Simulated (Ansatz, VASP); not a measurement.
**One calculation of TaN, two programs**

The input INCAR:

```
SYSTEM = TaN
  PREC = Accurate
  ENCUT = 520
  EDIFF = 1E-6
  ISMEAR = -1
  SIGMA = 0.02
  LREAL = .False.
  LASPH = .True.
  NELM = 80
  ALGO = Normal
  ISIF = 2
  LWAVE = .False.
  LCHARG = .False.
  GGA = CA
  NBANDS = 15
```

Contents of KPOINTS:

```
regular mesh
0
Gamma
  12 12 10
  0 0 0
```

File POSCAR:

```
TaN
1.0
    2.9574563715      0.0000000000      0.0000000000
   -1.4787281858      2.5612323484      0.0000000000
    0.0000000000      0.0000000000      2.9020932717
Ta N
1 1
Direct
    0.3333333333      0.6666666667      0.5000000000
    0.0000000000      0.0000000000      0.0000000000
```

Input for Ansatz:

```yaml
crystal:
  lattice:
    - [2.9574563715, 0.0, 0.0]
    - [-1.4787281858, 2.5612323484, 0.0]
    - [0.0, 0.0, 2.9020932717]
  atoms:
    - { symbol: Ta, position: [0.3333333333, 0.6666666667, 0.5] }
    - { symbol: "N", position: [0.0, 0.0, 0.0] }
kpoints:
  mp_grid: { grid: [12, 12, 10] }
  band_path:
    path:
      - [0.0, 0.0, 0.0]
      - [0.5, 0.0, 0.0]
      - [0.3333333333, 0.3333333333, 0.0]
      - [0.0, 0.0, 0.0]
      - [0.0, 0.0, 0.5]
      - [0.5, 0.0, 0.5]
      - [0.3333333333, 0.3333333333, 0.5]
      - [0.0, 0.0, 0.5]
      - [0.5, 0.0, 0.5]
    npoints: 5
scf:
  occupations: { method: fermi_dirac, width: 0.02 }
hamiltonian:
  xc: lda
  pseudopotentials: { kind: all_electron, lapw: { basis_error: 0.00025 } }
output:
  forces: true
  stress: true
  eigenvalues: true
```

Change from the starting cell: volume scaled by 1.02.

Alike in both runs: task single point; functional LDA; k mesh 12 × 12 × 10; occupations fermi-dirac, width 0.02 eV; no spin polarisation.

```csv
,VASP,Ansatz
version,VASP 6.6.1,Ansatz 0.2.0
potentials or method,"VASP PAW LDA potentials, release 64 (Ta_pv, N), cutoff 520 eV","all-electron LAPW, scalar-relativistic"
```

|  | VASP | Ansatz | Ansatz less VASP |
| --- | --- | --- | --- |
| pressure (GPa) | -16.2 | -17.7 | -1.50 |
| traceless stress, the component that is largest in VASP (GPa) | -1.42 | -1.55 | -0.128 |

LDA's correlation is that of Perdew and Zunger in VASP and of Perdew and Wang (1992) in Ansatz. Ansatz ran all-electron here, and VASP with PAW potentials.

Neither program's run includes spin-orbit coupling.
